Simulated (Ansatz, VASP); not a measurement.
## Bi2TeO4: VASP beside Ansatz

```xyz
7
Lattice="1.9361 1.1178 8.6273 -1.9361 1.1178 8.6273 0.0000 -2.2356 8.6273" Properties=species:S:1:pos:R:3 pbc="T T T"
Bi    0.0000    0.0000    5.8850
Bi    0.0000    0.0000   19.9968
Te    0.0000    0.0000    0.0000
O     0.0000    0.0000    3.4796
O     0.0000    0.0000   22.4022
O     0.0000    0.0000    9.7017
O     0.0000    0.0000   16.1801
```

Change from the starting cell: species swapped into the Ce2SeF4 type (R-3m, No. 166).

Alike in both runs: functional PBE; k mesh 3 × 3 × 3; occupations gaussian, width 0.15 eV; no spin polarisation.

Ansatz relaxed the structure, and its values are those at the end. VASP's run is a single point on that final structure, the one shown.

|  | VASP | Ansatz |
| --- | --- | --- |
| version | VASP 6.6.1 | Ansatz 0.2.0 |
| potentials or method | VASP PAW PBE potentials, release 64 (Bi_d, Te, O), cutoff 520 eV | scalar-relativistic, plane waves, PAW |
| valence electrons in the cell | 60 | 70 |

VASP gave:

| Quantity | Value |
| --- | --- |
| gap on the k mesh at the Fermi level (eV) | none |
| pressure (GPa) | -0.1 |
| rms of the force components (eV/Å) | 0.016 |

Which values does Ansatz return?

gap on the k mesh at the Fermi level (eV): none; pressure (GPa): 0.0; rms of the force components (eV/Å): 0.012.

A gap of «none» marks a metal or a gap that the smearing closes. With one functional, cell and mesh, what is left measures potentials, basis and numerics. VASP's potentials hold 60 valence electrons a cell and Ansatz's 70, so a difference there can come from the potentials and not from the codes.

The k mesh is coarse, so the values compare programs but aren't converged. Neither program's run includes spin-orbit coupling.
